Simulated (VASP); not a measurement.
# Re (I4/mmm) in VASP: further runs

Runs on Re. Level: PBE. Tasks: single point.

Everything below comes from runs of VASP 6.6.1. Logs are shortened: lines on timing, memory, paths and dates and some standing lists are left out, and cuts for length are marked.

## (1) The cell of the first run

Symmetry: I4/mmm, No. 139, tetragonal system. The conventional cell has a = 3.265 Å, b = 3.265 Å, c = 2.905 Å, α = 90.00°, β = 90.00°, γ = 90.00°. Within 3.6 Å of Re (site symmetry 4/mmm) lie 14 Re at 2.73 to 3.27 Å.

## (2) Single point, PBE (15.49 Å³/atom)

INCAR

```
SYSTEM = Re
ALGO     = Normal         ! electronic algorithm
EDIFF    = 1E-6           ! SCF threshold, eV
ENCUT    = 560            ! plane-wave cutoff, eV
GGA      = PE             ! functional
GGA_COMPAT= .False.      
ISIF     = 2              ! what is computed and relaxed
ISMEAR   = 0              ! smearing method
LASPH    = .True.         ! aspherical terms in the spheres
LCHARG   = .True.         ! write CHGCAR
LELF     = .True.         ! ELF
LREAL    = .False.        ! projectors in reciprocal space
LVHAR    = .True.       
LWAVE    = .False.        ! write WAVECAR
NBANDS   = 14             ! bands
NELM     = 120            ! most SCF steps
PREC     = Accurate       ! precision mode
SIGMA    = 0.15           ! smearing width, eV
```

KPOINTS

```
k-points
0
Gamma
  10 10 10
  0 0 0
```

POSCAR

```
Re
1.0
    0.0000000000      2.3087816547      1.4526854171
    2.3087816547      0.0000000000      1.4526854171
    2.3087816547      2.3087816547      0.0000000000
Re
1
Direct
    0.0000000000      0.0000000000      0.0000000000
```

Potentials or basis: VASP PAW PBE potentials, release 64 (Re_sv_GW).

Command:

```
$ cat potpaw_PBE.64/Re_sv_GW/POTCAR > POTCAR
$ mpirun -np 1 vasp_std > vasp.out
```

OUTCAR:

```text
SYSTEM = Re
   EDIFF = 1E-6
   ENCUT = 560
   GGA = PE
   ISIF = 2
   ISMEAR = 0
   LASPH = .True.
   LREAL = .False.
   NELM = 120
   PREC = Accurate

 ion  position               nearest neighbor table
   1  0.000  0.000  0.000-

  LATTYP: Found a body centered tetragonal cell.
 ALAT       =     3.2651103286
 C/A-ratio  =     0.8898231734

  Lattice vectors:

 A1 = (   0.0000000000,  -2.3087816547,  -1.4526854171)
 A2 = (   0.0000000000,   2.3087816547,  -1.4526854171)
 A3 = (   2.3087816547,   0.0000000000,   1.4526854171)

Analysis of symmetry for initial positions (statically):
=====================================================================
 Subroutine PRICEL returns:
 Original cell was already a primitive cell.

 Routine SETGRP: Setting up the symmetry group for a
 body centered tetragonal supercell.

 Subroutine GETGRP returns: Found 16 space group operations
 (whereof 16 operations were pure point group operations)
 out of a pool of 16 trial point group operations.

The static configuration has the point symmetry D_4h.

Analysis of symmetry for dynamics (positions and initial velocities):
=====================================================================
 Subroutine PRICEL returns:
 Original cell was already a primitive cell.

 Routine SETGRP: Setting up the symmetry group for a
 body centered tetragonal supercell.

 Subroutine GETGRP returns: Found 16 space group operations
 (whereof 16 operations were pure point group operations)
 out of a pool of 16 trial point group operations.

The dynamic configuration has the point symmetry D_4h.

 Subroutine INISYM returns: Found 16 space group operations
 (whereof 16 operations are pure point group operations),
 and found     1 'primitive' translations

----------------------------------------------------------------------------------------

                                     Primitive cell

  volume of cell :      15.4870

  direct lattice vectors                    reciprocal lattice vectors
     0.000000000  2.308781655  1.452685417    -0.216564437  0.216564437  0.344190142
     2.308781655  0.000000000  1.452685417     0.216564437 -0.216564437  0.344190142
     2.308781655  2.308781655  0.000000000     0.216564437  0.216564437 -0.344190142
[... 86 lines left out ...]
   IBRION =     -1    ionic relax: 0-MD 1-quasi-New 2-CG
   NFREE  =      0    steps in history (QN), initial steepest desc. (CG)
   ISIF   =      2    stress and relaxation
   ISYM   =      2    0-nonsym 1-usesym 2-fastsym
   POTIM  = 0.5000    time-step for ionic-motion
   TEBEG  =    0.0;   TEEND  =   0.0 temperature during run
   PSTRESS=    0.0 pullay stress
   NELECT =      15.0000    total number of electrons
   NUPDOWN=      -1.0000    fix difference up-down
   EMIN   =  10.00;   EMAX   =-10.00  energy-range for DOS
   EFERMI =   0.00;   METHOD = LEGACY
   ISMEAR =     0;   SIGMA  =   0.15  broadening in eV -4-tet -1-fermi 0-gaus
   EFERMI_NEDOS =   21; number of points for ismear=-14 and -15
   IALGO  =     38    algorithm
   IMIX   =      4    mixing-type and parameters
     AMIX     =   0.40;   BMIX     =  1.00
     AMIX_MAG =   1.60;   BMIX_MAG =  1.00
  volume/ion in A,a.u.               =      15.49       104.51
  Fermi-wavevector in a.u.,A,eV,Ry     =   1.619756  3.060894 35.696356  2.623608
  Thomas-Fermi vector in A             =   2.713805
   LORBIT       =      0    0 simple, 1 ext, 2 COOP (PROOUT), +10 PAW based schemes
   GGA     = PE    functional components
   LHFCALC =     F    Hartree Fock is set to
   AEXX    =    0.0000 exact exchange contribution
   IVDW    =     0    specifies the selected vdW correction
   LEPSILON=     F    determine dielectric tensor
   LRPA    =     F    only Hartree local field effects (RPA)
 non-spin polarized calculation
 Gauss-broadening in eV      SIGMA  =   0.15
  energy-cutoff  :      560.00
  volume of cell :       15.49
 maximum number of plane-waves:       477
 NGX is ok and might be reduce to    24
   NGX = 11   NGY = 11   NGZ = 13

 number of electron      15.0000000 magnetization

 Free energy of the ion-electron system (eV)
  ---------------------------------------------------
  ext. energy  EPLUGINS =         0.00000000
  ---------------------------------------------------
  free energy    TOTEN  =       -13.74225636 eV

  energy without entropy =      -13.73075548  energy(sigma->0) =      -13.73650592

 E-fermi :  12.9156     XC(G=0): -13.9173

 val. band max:       12.9047233303   @ k =  -0.3000   0.3000   0.0000
 cond. band min:      12.9782464598   @ k =  -0.4000   0.3000   0.0000
 fundamental gap:      0.0735231294
 Fermi energy:        12.9155677294

 k-point     1 :       0.0000    0.0000    0.0000
  band No.  band energies     occupation
      1     -67.7365      2.00000
      2     -29.0771      2.00000
      3     -29.0771      2.00000
      4     -28.8815      2.00000
      5       2.6841      2.00000
      6       9.6239      2.00000
      7      11.2074      2.00000
      8      11.2074      2.00000
      9      12.7443      1.89366
     10      14.5966      0.00000
     11      27.0370      0.00000
     12      27.0370      0.00000
     13      29.4098      0.00000
     14      38.4891      0.00000
[... 377 lines left out ...]
      1     -67.5915      2.00000
      2     -29.7589      2.00000
      3     -29.6719      2.00000
      4     -29.4996      2.00000
      5       7.5700      2.00000
      6       8.2975      2.00000
      7      11.7419      2.00000
      8      12.1917      2.00000
      9      15.3762      0.00000
     10      18.6330      0.00000
     11      24.6352      0.00000
     12      26.0145      0.00000
     13      29.4681      0.00000
     14      32.0734      0.00000

 [... further k-points ...]

------------------------ aborting loop because EDIFF is reached ----------------------------------------

  FORCE on cell =-STRESS in cart. coord.  units (eV):
  Direction    XX          YY          ZZ          XY          YZ          ZX
  --------------------------------------------------------------------------------------
  -------------------------------------------------------------------------------------
  Total       -1.0248737     -1.0248737     -0.5894858      0.0000000      0.0000000     -0.0000000
  in kB     -106.0263111   -106.0263111    -60.9841064      0.0000000      0.0000000     -0.0000000
  external PRESSURE =     -91.0122429 kB  Pullay stress =       0.0000000 kB

 VOLUME and BASIS-vectors are now :
 -----------------------------------------------------------------------------
  energy-cutoff  :      560.00
  volume of cell :       15.49
      direct lattice vectors                 reciprocal lattice vectors
     0.000000000  2.308781655  1.452685417    -0.216564437  0.216564437  0.344190142
     2.308781655  0.000000000  1.452685417     0.216564437 -0.216564437  0.344190142
     2.308781655  2.308781655  0.000000000     0.216564437  0.216564437 -0.344190142

 POSITION                                       TOTAL-FORCE (eV/Angst)
 -----------------------------------------------------------------------------------
      0.00000      0.00000      0.00000         0.000000     -0.000000     -0.000000
 -----------------------------------------------------------------------------------
    total drift:                               -0.000000     -0.000000     -0.000000

  FREE ENERGIE OF THE ION-ELECTRON SYSTEM (eV)
  ---------------------------------------------------
  free  energy   TOTEN  =       -13.7422563646 eV

  energy  without entropy=      -13.7307554765  energy(sigma->0) =      -13.73650592
```

OSZICAR:

```text
N       E                     dE             d eps       ncg     rms          rms(c)
DAV:   1     0.857944188471E+02    0.85794E+02   -0.99020E+03  2896   0.115E+03
DAV:   2    -0.130886727497E+02   -0.98883E+02   -0.93818E+02  3600   0.312E+02
DAV:   3    -0.148653417183E+02   -0.17767E+01   -0.17651E+01  3252   0.376E+01
DAV:   4    -0.148691147819E+02   -0.37731E-02   -0.37725E-02  3360   0.223E+00
DAV:   5    -0.148691285711E+02   -0.13789E-04   -0.13788E-04  3300   0.116E-01    0.102E+02
DAV:   6    -0.139013459821E+02    0.96778E+00   -0.95819E-01  2976   0.968E+00    0.577E+01
DAV:   7    -0.137695472113E+02    0.13180E+00   -0.65543E-01  3246   0.767E+00    0.140E+01
DAV:   8    -0.137424253263E+02    0.27122E-01   -0.81747E-02  2922   0.291E+00    0.966E-01
DAV:   9    -0.137422587331E+02    0.16659E-03   -0.30362E-03  3126   0.726E-01    0.110E+00
DAV:  10    -0.137422521620E+02    0.65711E-05   -0.55878E-05  3336   0.759E-02    0.441E-01
DAV:  11    -0.137422566427E+02   -0.44807E-05   -0.37843E-06  3084   0.207E-02    0.120E-01
DAV:  12    -0.137422563646E+02    0.27810E-06   -0.35241E-07  1578   0.629E-03
   1 F= -.13742256E+02 E0= -.13736506E+02  d E =-.115009E-01
```

Run time: 49 s. Hardware: 1 thread of AMD EPYC 7R43 (Zen 3), shared host; peak memory 0.13 GiB.

What came out:

* Free energy: -13.7423 eV
* Pressure: -9.1 GPa
* Band gap on the k mesh: zero (an odd number of electrons rules out a gap without spin polarisation)

Caveat: the cell stands under tension; spin-orbit coupling is left out, which moves the levels of the heavy elements.

## (3) Single point, PBE (15.73 Å³/atom)

This run uses another cell than the first one, of 15.73 Å³/atom.

INCAR

```
ALGO     = Normal         # electronic algorithm
EDIFF    = 1E-6           # SCF threshold, eV
ENCUT    = 560            # plane-wave cutoff, eV
GGA      = PE             # functional
GGA_COMPAT= False        
ISIF     = 2              # what is computed and relaxed
ISMEAR   = 0              # smearing method
LASPH    = True           # aspherical terms in the spheres
LCHARG   = True           # write CHGCAR
LELF     = True           # ELF
LREAL    = False          # projectors in reciprocal space
LVHAR    = True         
LWAVE    = False          # write WAVECAR
NBANDS   = 14             # bands
NELM     = 120            # most SCF steps
PREC     = Accurate       # precision mode
SIGMA    = 0.15           # smearing width, eV
```

KPOINTS

```
k-points
0
Gamma
  10 10 10
```

POSCAR

```
Re
1.0
    0.0000000000      2.1667665997      1.6749105816
    2.1667665997      0.0000000000      1.6749105816
    2.1667665997      2.1667665997      0.0000000000
Re
1
Direct
    0.0000000000      0.0000000000      0.0000000000
```

Potentials or basis: VASP PAW PBE potentials, release 64 (Re_sv_GW).

Command:

```
$ cat potpaw_PBE.64/Re_sv_GW/POTCAR > POTCAR
$ mpirun -np 1 vasp_std > vasp.out
```

Wall time 12 s (1 thread of Intel Xeon Platinum 8488C (Sapphire Rapids), shared host); peak memory 0.16 GiB.

The run converged. Its results:

- Free energy: -13.7319 eV
- Pressure: -14.3 GPa
- Band gap on the k mesh: zero (an odd number of electrons rules out a gap without spin polarisation)

Stress tensor (GPa, compression positive):
```
-15.34   0.00   0.00
  0.00 -15.34   0.00
  0.00   0.00 -12.17
```

Levels at points of the mesh, in eV from the Fermi level:
```tsv
k point	band 4	band 5	band 6	band 7	band 8	band 9	band 10	band 11	band 12	band 13
(0.00, 0.00, 0.00)	-41.93	-10.11	-2.58	-2.58	-1.57	0.18	1.41	13.76	15.37	15.37
(0.50, 0.00, 0.00)	-41.96	-6.83	-3.98	-0.14	-0.06	1.77	4.08	9.06	11.73	16.70
(0.50, 0.50, 0.00)	-42.56	-6.48	-6.22	3.21	3.52	3.52	6.01	8.47	8.47	14.71
(0.50, 0.00, 0.50)	-41.98	-6.80	-5.04	0.52	1.64	2.09	4.36	9.82	11.22	14.71
```

Caveat: the cell stands under tension; spin-orbit coupling is left out, which moves the levels of the heavy elements.

## (4) Single point, PBE (14.05 Å³/atom)

This run uses another cell than the first one, of 14.05 Å³/atom.

INCAR

```
  PREC = Accurate
  ENCUT = 560
  EDIFF = 1E-6
  ISMEAR = 0
  SIGMA = 0.15
  LREAL = False
  LASPH = True
  NELM = 120
  ALGO = Normal
  ISIF = 2
  LWAVE = False
  LCHARG = False
  GGA = PE
  NBANDS = 14
  GGA_COMPAT = False
```

KPOINTS

```
regular mesh
0
Gamma
  10 10 10
```

POSCAR

```
Re
1.0
    0.0000000000      2.0866409440      1.6129734497
    2.0866409440      0.0000000000      1.6129734497
    2.0866409440      2.0866409440      0.0000000000
Re
1
Direct
    0.0000000000      0.0000000000      0.0000000000
```

Command:

```
$ cat potpaw_PBE.64/Re_sv_GW/POTCAR > POTCAR
$ mpirun -np 1 vasp_std > vasp.out
```

Run time: 8.5 s. Hardware: 1 thread of Intel Xeon 6975P-C (Granite Rapids), shared host; peak memory 0.15 GiB.

Results (log left out):

- Free energy: -13.6627 eV
- Pressure: 29.0 GPa
- Band gap on the k mesh: zero (an odd number of electrons rules out a gap without spin polarisation)

Stress tensor (GPa, compression positive):
```
28.44  0.00  0.00
 0.00 28.44  0.00
 0.00  0.00 30.11
```

Levels at points of the mesh, in eV from the Fermi level:
```tsv
k point	band 4	band 5	band 6	band 7	band 8	band 9	band 10	band 11
(0.00, 0.00, 0.00)	-41.77	-10.93	-2.99	-2.99	-1.81	0.17	1.65	13.79
(0.50, 0.00, 0.00)	-41.81	-7.73	-4.64	-0.05	0.03	2.13	4.90	10.74
(0.50, 0.50, 0.00)	-42.67	-7.58	-7.27	3.84	4.21	4.21	6.73	9.24
(0.50, 0.00, 0.50)	-41.86	-7.77	-5.86	0.80	1.98	2.51	5.24	11.50
```

Caveat: the cell stands under pressure; spin-orbit coupling is left out, which moves the levels of the heavy elements.

## (5) Single point, PBE (16.21 Å³/atom)

This run uses another cell than the first one, of 16.21 Å³/atom.

INCAR

```
PREC     = Accurate       # precision mode
ENCUT    = 560            # plane-wave cutoff, eV
EDIFF    = 1E-6           # SCF threshold, eV
ISMEAR   = 0              # smearing method
SIGMA    = 0.15           # smearing width, eV
LREAL    = F              # projectors in reciprocal space
LASPH    = T              # aspherical terms in the spheres
NELM     = 120            # most SCF steps
ALGO     = Normal         # electronic algorithm
ISIF     = 2              # what is computed and relaxed
LWAVE    = F              # write WAVECAR
LCHARG   = F              # write CHGCAR
GGA      = PE             # functional
NBANDS   = 14             # bands
GGA_COMPAT= F
```

KPOINTS is that of step 4.

POSCAR

```
Re
1.0
    0.0000000000      2.3440199708      1.4748573656
    2.3440199708      0.0000000000      1.4748573656
    2.3440199708      2.3440199708      0.0000000000
Re
1
Direct
    0.0000000000      0.0000000000      0.0000000000
```

Command:

```
$ cat potpaw_PBE.64/Re_sv_GW/POTCAR > POTCAR
$ mpirun -np 1 vasp_std > vasp.out
```

Wall time 22 s (1 thread of AMD EPYC 7R13 (Zen 3), shared host); peak memory 0.13 GiB.

Results (log left out):

```
Free energy            : -13.6772 eV
Pressure               : -22.0 GPa
Band gap on the k mesh : zero (an odd number of electrons rules out a gap without spin polarisation)
```

Stress tensor (GPa, compression positive):
```
-22.97   0.00   0.00
  0.00 -22.97   0.00
  0.00   0.00 -20.06
```

Levels at points of the mesh, in eV from the Fermi level:
```
           k point  band 6  band 7  band 8  band 9  band 10  band 11
(0.00, 0.00, 0.00)   -3.11   -1.61   -1.61   -0.15     1.57    14.08
(0.50, 0.00, 0.00)   -4.63    0.38    0.60    2.57     3.95     9.24
(0.50, 0.50, 0.00)   -5.95    3.17    3.17    3.50     6.37     6.37
(0.50, 0.00, 0.50)   -3.14   -0.56   -0.47    0.88     3.87     8.27
```

Caveat: the cell stands under tension; spin-orbit coupling is left out, which moves the levels of the heavy elements.

## (6) The runs side by side

| cell | gap on the mesh (eV) | pressure (GPa) |
| --- | --- | --- |
| a = 2.728, b = 2.728, c = 3.265 Å, angles 53.2, 53.2, 73.5°, 1 atom | none | -9.1 |
| a = 2.739, b = 2.739, c = 3.064 Å, angles 56.0, 56.0, 68.0°, 1 atom | none | -14.3 |
| a = 2.637, b = 2.637, c = 2.951 Å, angles 56.0, 56.0, 68.0°, 1 atom | none | 29.0 |
| a = 2.769, b = 2.769, c = 3.315 Å, angles 53.2, 53.2, 73.5°, 1 atom | none | -22.0 |

Alike in all rows: task single point; level PBE; potentials or basis VASP PAW PBE potentials, release 64 (Re_sv_GW); no spin polarisation; k mesh 10 × 10 × 10; cutoff (eV) 560; smearing gaussian 0.15 eV.

Caveats: spin-orbit coupling is left out, which moves the levels of the heavy elements; the cell stands under tension (at least some runs); the cell stands under pressure (at least some runs).

Total energies depend on the potentials used, so only differences within one code and one set of settings carry meaning.

The gap in the log of VASP goes by the Fermi energy; the results here count the filled bands.